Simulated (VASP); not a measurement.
Here is a VASP 6.6.1 calculation.

Contents of INCAR:

```
SYSTEM = SnS2
PREC = Accurate
ENCUT = 400
EDIFF = 1E-6
ISMEAR = 0
SIGMA = 0.05
LREAL = .False.
LASPH = .True.
NELM = 120
ALGO = Normal
ISIF = 2
LWAVE = .False.
LCHARG = .True.
LDIPOL = .True.
IDIPOL = 3
DIPOL = 0.5 0.5 0.500
GGA = PE
IVDW = 12
LELF = .True.
LVHAR = .True.
LVACPOTAV = .True.
NBANDS = 20
GGA_COMPAT = .False.
NELMDL = -8
```

The input KPOINTS:

```
regular mesh
0
Gamma
  9 9 1
  0 0 0
```

Contents of POSCAR:

```
SnS2
1.0
    3.6652639498      0.0000000000      0.0000000000
   -1.8326319749      3.1742116921      0.0000000000
    0.0000000000      0.0000000000     22.9680696474
S Sn
2 1
Direct
    0.3333333333      0.6666666667      0.4353870462
    0.6666666667      0.3333333333      0.5646129538
    0.0000000000      0.0000000000      0.4999998997
```

Potentials or basis: VASP PAW PBE potentials, release 64 (S, Sn_d).

Command:

```bash
$ cat potpaw_PBE.64/S/POTCAR potpaw_PBE.64/Sn_d/POTCAR > POTCAR
$ mpirun -np 1 vasp_std > vasp.out
```

Task: What does it give for the band gap on the k mesh?

Result: 1.63 eV, indirect (least direct gap 1.88 eV).

Task: What does it give for the largest force?

Result: 0.007 eV/Å.

Task: Predict the dispersion energy per atom.

Result: -0.232 eV.

Forces in eV/Å, atoms in the order of the input:
```
S    0.000  0.000  0.007
S    0.000  0.000 -0.007
Sn   0.000  0.000  0.000
```

Caveat: spin-orbit coupling is left out, which moves the levels of the heavy elements.
